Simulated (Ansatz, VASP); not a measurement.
**W: VASP beside Ansatz**

INCAR

```
SYSTEM = W
  PREC = Accurate
  ENCUT = 520
  EDIFF = 1E-6
  ISMEAR = 0
  SIGMA = 0.15
  LREAL = .FALSE.
  LASPH = .TRUE.
  NELM = 100
  ALGO = Normal
  ISIF = 2
  LWAVE = .FALSE.
  LCHARG = .FALSE.
  NBANDS = 13
```

KPOINTS

```
Automatic mesh
0
G
  20 20 20
  0 0 0
```

The input POSCAR:

```
W
1.0
    0.0000000000      1.8777500000      2.0300000000
    2.0300000000      0.0000000000      2.0300000000
    2.0300000000      1.8777500000      0.0000000000
W
1
Direct
    0.0000000000      0.0000000000      0.0000000000
```

Input for Ansatz:

```yaml
crystal:
  lattice:
    - [0.0, 1.87775, 2.03]
    - [2.03, 0.0, 2.03]
    - [2.03, 1.87775, 0.0]
  atoms:
    - { symbol: W, position: [0.0, 0.0, 0.0] }
basis:
  ecutwfc: 420
kpoints:
  mp_grid: { grid: [20, 20, 20] }
hamiltonian:
  xc: lda
scf:
  occupations: { method: gaussian, width: 0.15 }
output:
  forces: true
  stress: true
  eigenvalues: true
```

Change from the starting cell: strain -0.0750 x Voigt [0, 1, 0, 0, 0, 0], atoms carried along.

Alike in both runs: task single point; functional LDA; k mesh 20 × 20 × 20; occupations gaussian, width 0.15 eV; no spin polarisation.

|  | VASP | Ansatz |
| --- | --- | --- |
| version | VASP 6.6.1 | Ansatz 0.2.0 |
| potentials or method | VASP PAW LDA potentials, release 64 (W_sv), cutoff 520 eV | scalar-relativistic, plane waves, PAW |
| valence electrons in the cell | 14 | 14 |

|  | VASP | Ansatz | Ansatz less VASP |
| --- | --- | --- | --- |
| gap on the k mesh at the Fermi level (eV) | none | none | - |
| pressure (GPa) | 5.9 | 4.0 | -1.93 |
| traceless stress, the component that is largest in VASP (GPa) | -15.41 | -15.35 | +0.059 |

LDA's correlation is that of Perdew and Zunger in VASP and of Perdew and Wang (1992) in Ansatz. A gap of «none» marks a metal or a gap that the smearing closes.

Neither program's run includes spin-orbit coupling.
